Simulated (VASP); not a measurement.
A run of VASP 6.6.1 is set up as follows.

POSCAR

```
Si5Ge
1.0
    3.8731228747      0.0000000000      0.0000000000
   -1.9365614373      3.3542228015      0.0000000000
    0.0000000000      0.0000000000      9.4848246374
Si Ge
5 1
Direct
    0.0000000000      0.0000000000     -0.0032504489
    0.6666666667      0.3333333333      0.6665279476
    0.3333333333      0.6666666667      0.3366787532
    0.6666666667      0.3333333333      0.9153029420
    0.3333333333      0.6666666667      0.5846298178
    0.0000000000      0.0000000000      0.2501109882
```

File INCAR.step1:

```
PREC = Accurate
ENCUT = 520
ISMEAR = -1
SIGMA = 0.02
LREAL = False
LASPH = True
NELM = 80
NBANDS = 26
GGA = PE
ALGO = Normal
EDIFF = 1E-4
LWAVE = True
LCHARG = False
```

INCAR.step2

```
PREC = Accurate
ENCUT = 520
EDIFF = 1E-6
ISMEAR = -1
SIGMA = 0.02
LREAL = False
LASPH = True
NELM = 80
ALGO = Normal
ISIF = 2
LWAVE = False
LCHARG = False
METAGGA = R2SCAN
LMIXTAU = True
NBANDS = 26
ISTART = 1
```

Contents of KPOINTS:

```
regular mesh
0
Gamma
  12 12 4
```

Potentials or basis: VASP PAW PBE potentials, release 64 (Si, Ge_d).

The run is started by

```bash
$ cat potpaw_PBE.64/Si/POTCAR potpaw_PBE.64/Ge_d/POTCAR > POTCAR
$ cp INCAR.step1 INCAR
$ mpirun -np 1 vasp_std > vasp.out
$ cp INCAR.step2 INCAR
$ mpirun -np 1 vasp_std > vasp.out
```

**Question.** Predict the largest force.

**Answer.** 0.019 eV/Å.

**Question.** What does it give for the pressure?

**Answer.** -0.2 GPa.

**Question.** Estimate the band gap on the k mesh.

**Answer.** 0.78 eV (least direct gap 1.80 eV).

Forces in eV/Å, atoms in the order of the input:
```
Si   0.000  0.000 -0.017
Si   0.000  0.000  0.001
Si   0.000  0.000  0.019
Si   0.000  0.000  0.001
Si   0.000  0.000  0.000
Ge   0.000  0.000 -0.004
```

Caveat: the PAW data sets were made with another functional, which shifts forces and pressure a little. A k mesh can miss the band edges.
